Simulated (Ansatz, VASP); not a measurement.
Two plane-wave programs on MgRe3

File INCAR:

```
PREC = Accurate
ENCUT = 520
EDIFF = 1E-6
ISMEAR = 0
SIGMA = 0.15
LREAL = False
LASPH = True
NELM = 100
ALGO = Normal
ISIF = 2
LWAVE = False
LCHARG = False
GGA = PE
NBANDS = 20
```

The input KPOINTS:

```
Automatic mesh
0
Gamma
  14 14 14
```

Contents of POSCAR:

```
MgRe3
1.0
    0.0000000000      3.1128587139      3.1128587139
    3.1128587139      0.0000000000      3.1128587139
    3.1128587139      3.1128587139      0.0000000000
Mg Re
1 3
Direct
    0.0240936088     -0.0240936088      0.0240936088
    0.2500000000      0.2500000000      0.2500000000
    0.5000000000      0.5000000000      0.5000000000
    0.7500000000      0.7500000000      0.7500000000
```

Input for Ansatz:

```yaml
crystal:
  lattice:
    - [0.0, 3.1128587139, 3.1128587139]
    - [3.1128587139, 0.0, 3.1128587139]
    - [3.1128587139, 3.1128587139, 0.0]
  atoms:
    - { symbol: Mg, position: [0.0240936088, -0.0240936088, 0.0240936088] }
    - { symbol: Re, position: [0.25, 0.25, 0.25] }
    - { symbol: Re, position: [0.5, 0.5, 0.5] }
    - { symbol: Re, position: [0.75, 0.75, 0.75] }
basis:
  ecutwfc: 420
kpoints:
  mp_grid: { grid: [14, 14, 14] }
hamiltonian:
  xc: pbe
scf:
  occupations: { method: gaussian, width: 0.15 }
output:
  forces: true
  stress: true
  eigenvalues: true
```

Change from the starting cell: all Mg atoms moved +0.150 Å, as atom 1 along Cartesian [0 1 0].

Alike in both runs: task single point; functional PBE; k mesh 14 × 14 × 14; occupations gaussian, width 0.15 eV; no spin polarisation.

|  | VASP | Ansatz |
| --- | --- | --- |
| version | VASP 6.6.1 | Ansatz 0.2.0 |
| potentials or method | VASP PAW PBE potentials, release 64 (Mg, Re), cutoff 520 eV | scalar-relativistic, plane waves, PAW |
| valence electrons in the cell | 23 | 55 |

|  | VASP | Ansatz | Ansatz less VASP |
| --- | --- | --- | --- |
| gap on the k mesh at the Fermi level (eV) | none | none | - |
| pressure (GPa) | 0.1 | 0.7 | +0.61 |
| traceless stress, the component that is largest in VASP (GPa) | -0.26 | -0.26 | 0.000 |
| rms of the force components (eV/Å) | 0.546 | 0.546 | +0.0003 |

Atom by atom the forces differ by 0.001 eV/Å (rms over components). A gap of «none» marks a metal or a gap that the smearing closes. VASP's potentials hold 23 valence electrons a cell and Ansatz's 55, so a difference there can come from the potentials and not from the codes.

Spin-orbit coupling is off throughout.
